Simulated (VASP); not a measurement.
A run of VASP 6.6.1 is set up as follows.

The input INCAR:

```
SYSTEM = Ge
PREC = Accurate
ENCUT = 520
EDIFF = 1E-6
ISMEAR = 0
SIGMA = 0.1
LREAL = .FALSE.
LASPH = .TRUE.
NELM = 80
ALGO = Normal
ISIF = 2
LWAVE = .FALSE.
LCHARG = .FALSE.
GGA = PE
NBANDS = 36
```

KPOINTS

```
Automatic mesh
0
G
  9 9 5
  0 0 0
```

The input POSCAR:

```
Ge
1.0
    4.0581567079      0.0000000000      0.0000000000
   -2.0290783540      3.5144668016      0.0000000000
    0.0000000000      0.0000000000      6.6925281933
Ge
4
Direct
    0.6666666667      0.3333333333      0.0627911807
    0.3333333333      0.6666666667      0.5627911807
    0.6666666667      0.3333333333      0.4372088193
    0.3333333333      0.6666666667      0.9372088193
```

Potentials or basis: VASP PAW PBE potentials, release 64 (Ge_d).

The run is started by

```sh
$ cat potpaw_PBE.64/Ge_d/POTCAR > POTCAR
$ mpirun -np 1 vasp_std > vasp.out
```

(1) Predict the pressure.

Results:

(1) -0.1 GPa.
